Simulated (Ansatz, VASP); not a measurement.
**Two plane-wave programs on Be3OsC2**

```
Be Os C
1.0
     2.16777   -3.78538    0.00000
     2.16777    3.78538    0.00000
     0.00000    0.00000    2.96618
Be Os C
3 1 2
Direct
  0.19606 0.80394 0.00000
  0.80394 0.19606 0.00000
  0.00000 0.00000 0.50000
  0.50000 0.50000 0.00000
  0.00000 0.50000 0.50000
  0.50000 0.00000 0.50000
```

Change from the starting cell: species swapped into the CeAl2Cu3 type (Cmmm, No. 65).

Alike in both runs: task single point; functional PBE; k mesh 4 × 4 × 6; occupations gaussian, width 0.1 eV; collinear spin.

|  | VASP | Ansatz |
| --- | --- | --- |
| version | VASP 6.6.1 | Ansatz 0.2.0 |
| potentials or method | VASP PAW PBE potentials, release 64 (Be, Os, C), cutoff 520 eV | scalar-relativistic, plane waves, PAW |
| valence electrons in the cell | 22 | 30 |

VASP gave:

- gap on the k mesh at the Fermi level (eV): none
- pressure (GPa): 0.2
- traceless stress, the component that is largest in VASP (GPa): -0.21
- rms of the force components (eV/Å): 0.004
- net moment per atom (μB): 0.00

Question: What did Ansatz give for the same quantities?

Answer: gap on the k mesh at the Fermi level (eV): none; pressure (GPa): -0.2; traceless stress, the component that is largest in VASP (GPa): -0.04; rms of the force components (eV/Å): 0.001; net moment per atom (μB): 0.00.

Atom by atom the forces differ by 0.004 eV/Å (rms over components). A gap of «none» marks a metal or a gap that the smearing closes. With one functional, cell and mesh, what is left measures potentials, basis and numerics. VASP's potentials hold 22 valence electrons a cell and Ansatz's 30, so a difference there can come from the potentials and not from the codes. Ansatz's warnings: seeded moment not kept.

The k mesh is coarse, so the values compare programs but aren't converged. Spin-orbit coupling is off throughout.
